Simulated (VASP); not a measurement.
# CsZn4Mo (P4/mmm) in VASP: further runs, part 2 of 2

VASP 6.6.1.

**4. Relaxation of cell and atoms, PBE**

This run uses another cell than the first one, of 20.69 Å³/atom.

The input, INCAR:

```
PREC = Accurate ; ENCUT = 600
EDIFF = 1E-6 ; ISMEAR = 0
SIGMA = 0.1 ; LREAL = False
LASPH = True ; NELM = 60
ALGO = Fast ; ISIF = 3
LWAVE = False ; LCHARG = False
GGA = PE ; IBRION = 2
NSW = 90 ; EDIFFG = -0.04
```

The input, KPOINTS:

```
Automatic mesh
0
Gamma
  4 4 4
```

The input, POSCAR:

```
CsZn4Mo
1.0
    4.2318246500      0.0000000000      0.0000000000
    0.0000000000      4.2318246500      0.0000000000
    0.0000000000      0.0000000000      6.9313004700
Cs Zn Mo
1 4 1
Direct
    0.0000000000      0.0000000000      0.0000000000
    0.5000000000      0.5000000000      0.7959481500
    0.5000000000      0.5000000000      0.2040518500
    0.5000000000      0.0000000000      0.5000000000
    0.0000000000      0.5000000000      0.5000000000
    0.5000000000      0.5000000000      0.5000000000
```

Potentials or basis: VASP PAW PBE potentials, release 64 (Cs_sv, Zn, Mo_sv).

Launch:

```bash
$ cat potpaw_PBE.64/Cs_sv/POTCAR potpaw_PBE.64/Zn/POTCAR potpaw_PBE.64/Mo_sv/POTCAR > POTCAR
$ mpirun -np 1 vasp_std > vasp.out
```

OUTCAR:

```text
PREC = Accurate
   ENCUT = 600
   EDIFF = 1E-6
   ISMEAR = 0
   LREAL = False
   LASPH = True
   NELM = 60
   ISIF = 3
   GGA = PE
   IBRION = 2
   NSW = 90
   EDIFFG = -0.04

 ion  position               nearest neighbor table
   1  0.000  0.000  0.000-
   2  0.500  0.500  0.796-   6 2.05   3 2.83   5 2.95   4 2.95   4 2.95   5 2.95
   3  0.500  0.500  0.204-   6 2.05   2 2.83   5 2.95   4 2.95   4 2.95   5 2.95
   4  0.500  0.000  0.500-   6 2.12   6 2.12   2 2.95   2 2.95   3 2.95   3 2.95   5 2.99   5 2.99
                             5 2.99   5 2.99
   5  0.000  0.500  0.500-   6 2.12   6 2.12   2 2.95   2 2.95   3 2.95   3 2.95   4 2.99   4 2.99
                             4 2.99   4 2.99
   6  0.500  0.500  0.500-   2 2.05   3 2.05   4 2.12   5 2.12   4 2.12   5 2.12

  LATTYP: Found a simple tetragonal cell.
 ALAT       =     4.2318246500
 C/A-ratio  =     1.6378987891

  Lattice vectors:

 A1 = (   4.2318246500,   0.0000000000,   0.0000000000)
 A2 = (   0.0000000000,   4.2318246500,   0.0000000000)
 A3 = (   0.0000000000,   0.0000000000,   6.9313004700)

Analysis of symmetry for initial positions (statically):
=====================================================================
 Subroutine PRICEL returns:
 Original cell was already a primitive cell.

 Routine SETGRP: Setting up the symmetry group for a
 simple tetragonal supercell.

 Subroutine GETGRP returns: Found 16 space group operations
 (whereof 16 operations were pure point group operations)
 out of a pool of 16 trial point group operations.

The static configuration has the point symmetry D_4h.

Analysis of symmetry for dynamics (positions and initial velocities):
=====================================================================
 Subroutine PRICEL returns:
 Original cell was already a primitive cell.

 Routine SETGRP: Setting up the symmetry group for a
 simple tetragonal supercell.

 Subroutine GETGRP returns: Found 16 space group operations
 (whereof 16 operations were pure point group operations)
 out of a pool of 16 trial point group operations.

The dynamic configuration has the point symmetry D_4h.

[... 117 lines left out ...]
   IMIX   =      4    mixing-type and parameters
     AMIX     =   0.40;   BMIX     =  1.00
     AMIX_MAG =   1.60;   BMIX_MAG =  1.00
  volume/ion in A,a.u.               =      20.69       139.61
  Fermi-wavevector in a.u.,A,eV,Ry     =   1.358952  2.568048 25.126583  1.846752
  Thomas-Fermi vector in A             =   2.485742
   LORBIT       =      0    0 simple, 1 ext, 2 COOP (PROOUT), +10 PAW based schemes
   GGA     = PE    functional components
   LHFCALC =     F    Hartree Fock is set to
   AEXX    =    0.0000 exact exchange contribution
   IVDW    =     0    specifies the selected vdW correction
   LEPSILON=     F    determine dielectric tensor
   LRPA    =     F    only Hartree local field effects (RPA)
 conjugate gradient relaxation of ions
 non-spin polarized calculation
 RMM-DIIS sequential band-by-band and
 Gauss-broadening in eV      SIGMA  =   0.10
  energy-cutoff  :      600.00
  volume of cell :      124.13
 maximum number of plane-waves:      4207
 NGX is ok and might be reduce to    36
   NGX = 17   NGY = 17   NGZ = 27

--------------------------------------- Ionic step        1  -------------------------------------------

 number of electron      71.0000067 magnetization

 Free energy of the ion-electron system (eV)
  ---------------------------------------------------
  ext. energy  EPLUGINS =         0.00000000
  ---------------------------------------------------
  free energy    TOTEN  =        -5.31481044 eV

  energy without entropy =       -5.27447215  energy(sigma->0) =       -5.29464129

 E-fermi :   3.5199     XC(G=0): -10.3114

 val. band max:        3.5110613866   @ k =   0.0000   0.0000   0.2500
 cond. band min:       3.5214328531   @ k =   0.0000   0.0000   0.5000
 fundamental gap:      0.0103714665
 Fermi energy:         3.5198771011

 k-point     1 :       0.0000    0.0000    0.0000
  band No.  band energies     occupation
      1     -56.1952      2.00000
      2     -30.7943      2.00000
      3     -30.6440      2.00000
      4     -30.6440      2.00000
      5     -18.6980      2.00000
      6      -5.8394      2.00000
[... 912 lines left out ...]
  FREE ENERGIE OF THE ION-ELECTRON SYSTEM (eV)
  ---------------------------------------------------
  free  energy   TOTEN  =         7.4704074630 eV

  energy  without entropy=        7.5126896158  energy(sigma->0) =        7.49154854

[... ionic steps 4 to 9 ...]

--------------------------------------- Ionic step       10  -------------------------------------------

 number of electron      71.0000003 magnetization

------------------------ aborting loop because EDIFF is reached ----------------------------------------
[... 75 lines left out ...]
--------------------------------------- Ionic step       12  -------------------------------------------

 number of electron      70.9999980 magnetization

 Free energy of the ion-electron system (eV)
  ---------------------------------------------------
  ext. energy  EPLUGINS =         0.00000000
  ---------------------------------------------------
  free energy    TOTEN  =       -12.27967437 eV

  energy without entropy =      -12.24153468  energy(sigma->0) =      -12.26060453

 E-fermi :   1.1302     XC(G=0):  -8.4236

 val. band max:        1.1164056090   @ k =   0.2500   0.0000   0.2500
 cond. band min:       1.1470729041   @ k =   0.0000   0.0000   0.2500
 fundamental gap:      0.0306672952
 Fermi energy:         1.1302499201

 k-point     1 :       0.0000    0.0000    0.0000
  band No.  band energies     occupation
      1     -58.8924      2.00000
      2     -33.0796      2.00000
      3     -33.0796      2.00000
      4     -33.0019      2.00000
      5     -21.2258      2.00000
      6      -8.0628      2.00000
[... 832 lines left out ...]
  FREE ENERGIE OF THE ION-ELECTRON SYSTEM (eV)
  ---------------------------------------------------
  free  energy   TOTEN  =       -12.2796743733 eV

  energy  without entropy=      -12.2415346804  energy(sigma->0) =      -12.26060453

 reached required accuracy - stopping structural energy minimisation
```

OSZICAR:

```text
N       E                     dE             d eps       ncg     rms          rms(c)
DAV:   1     0.762560356856E+03    0.76256E+03   -0.38669E+04  1544   0.246E+03
[... 241 lines left out ...]
DAV:   1    -0.122889889702E+02   -0.13409E-01   -0.24177E+00  1564   0.694E+00    0.716E-01
RMM:   2    -0.122867318491E+02    0.22571E-02   -0.68650E-02  1530   0.140E+00    0.552E-01
RMM:   3    -0.122799970139E+02    0.67348E-02   -0.98566E-03  1570   0.444E-01    0.162E-01
RMM:   4    -0.122797423527E+02    0.25466E-03   -0.11077E-03  1544   0.153E-01    0.721E-02
RMM:   5    -0.122796758391E+02    0.66514E-04   -0.23029E-04  1552   0.972E-02    0.256E-02
RMM:   6    -0.122796737522E+02    0.20869E-05   -0.51266E-05  1532   0.381E-02    0.864E-03
RMM:   7    -0.122796743733E+02   -0.62112E-06   -0.93232E-06  1297   0.189E-02
  12 F= -.12279674E+02 E0= -.12260605E+02  d E =-.409461E-02
```

CONTCAR:

```text
CsZn4Mo
   1.00000000000000
     5.0675221222067677    0.0000000000000000    0.0000000000000000
     0.0000000000000000    5.0675221222067677    0.0000000000000000
     0.0000000000000000   -0.0000000000000000    7.3572903777201253
  Cs              Zn              Mo
     1     4     1
Direct
     0.0000000000000000    0.0000000000000000    0.0000000000000000
     0.5000000000000000    0.5000000000000000    0.8319159956164912
     0.5000000000000000    0.5000000000000000    0.1680840043835086
     0.5000000000000000    0.0000000000000000    0.5000000000000000
     0.0000000000000000    0.5000000000000000    0.5000000000000000
     0.5000000000000000    0.5000000000000000    0.5000000000000000

  0.00000000E+00  0.00000000E+00  0.00000000E+00
  0.00000000E+00  0.00000000E+00  0.00000000E+00
  0.00000000E+00  0.00000000E+00  0.00000000E+00
  0.00000000E+00  0.00000000E+00  0.00000000E+00
  0.00000000E+00  0.00000000E+00  0.00000000E+00
  0.00000000E+00  0.00000000E+00  0.00000000E+00
```

Run time: 42 min. Hardware: 1 thread of Oxide Virtual Turin-like, shared host; peak memory 0.3 GiB.

Results:

```
Free energy                           : -12.2797 eV
Relaxed volume                        : 31.49 Å³/atom
Relaxed cell                          : a = 5.068 Å, b = 5.068 Å, c = 7.357 Å, α = 90.00°, β = 90.00°, γ = 90.00°
Space group after relaxing (to 0.1 Å) : P4/mmm (No. 123)
Pressure after relaxing               : 0.1 GPa
Largest force after relaxing          : 0.030 eV/Å
Band gap on the k mesh                : zero (an odd number of electrons rules out a gap without spin polarisation)
```

Forces on the atoms (eV/Å):
```
Cs   0.000  0.000  0.000
Zn   0.000  0.000  0.030
Zn   0.000  0.000 -0.030
Zn   0.000  0.000  0.000
Zn   0.000  0.000  0.000
Mo   0.000  0.000  0.000
```

Final structure:
```xyz
6
Lattice="5.0675 0.0000 0.0000 0.0000 5.0675 0.0000 0.0000 0.0000 7.3573" Properties=species:S:1:pos:R:3 pbc="T T T"
Cs    0.0000    0.0000    0.0000
Zn    2.5338    2.5338    6.1206
Zn    2.5338    2.5338    1.2366
Zn    2.5338    0.0000    3.6786
Zn    0.0000    2.5338    3.6786
Mo    2.5338    2.5338    3.6786
```

Caveat: the k points lie up to 0.31 Å⁻¹ apart in the final cell, too coarse for converged energies and pressures of a metal; the volume moved by over 15 % at a fixed basis, so the end points are rough; spin-orbit coupling is left out, which moves the levels of the heavy elements.

**5. The runs side by side**

| task | cell | cutoff (eV) | gap on the mesh (eV) | pressure (GPa) | largest force (eV/Å) |
| --- | --- | --- | --- | --- | --- |
| single point | a = 5.086, b = 5.086, c = 7.347 Å, 6 atoms, atomic positions A | 520 | none | 0.0 | 0.01 |
| single point | a = 4.232, b = 4.232, c = 6.931 Å, 6 atoms, atomic positions B | 520 | none | 40.3 | 7.79 |
| relaxation of cell and atoms | relaxed from a = 4.232, b = 4.232, c = 6.931 Å, 6 atoms, atomic positions B | 600 | none | 0.1 | 0.03 |

Alike in all rows: level PBE; potentials or basis VASP PAW PBE potentials, release 64 (Cs_sv, Zn, Mo_sv); no spin polarisation; k mesh 4 × 4 × 4; smearing gaussian 0.1 eV.

Caveats: some runs use coarse meshes; spin-orbit coupling is left out, which moves the levels of the heavy elements; forces of over 1 eV/Å act on the atoms, so gaps and moduli don't describe the material at rest (at least some runs); the volume moved by over 15 % at a fixed basis, so the end points are rough (at least some runs).

Absolute energies hang on the potentials; compare differences alone.

The gap in the log of VASP goes by the Fermi energy; the results here count the filled bands.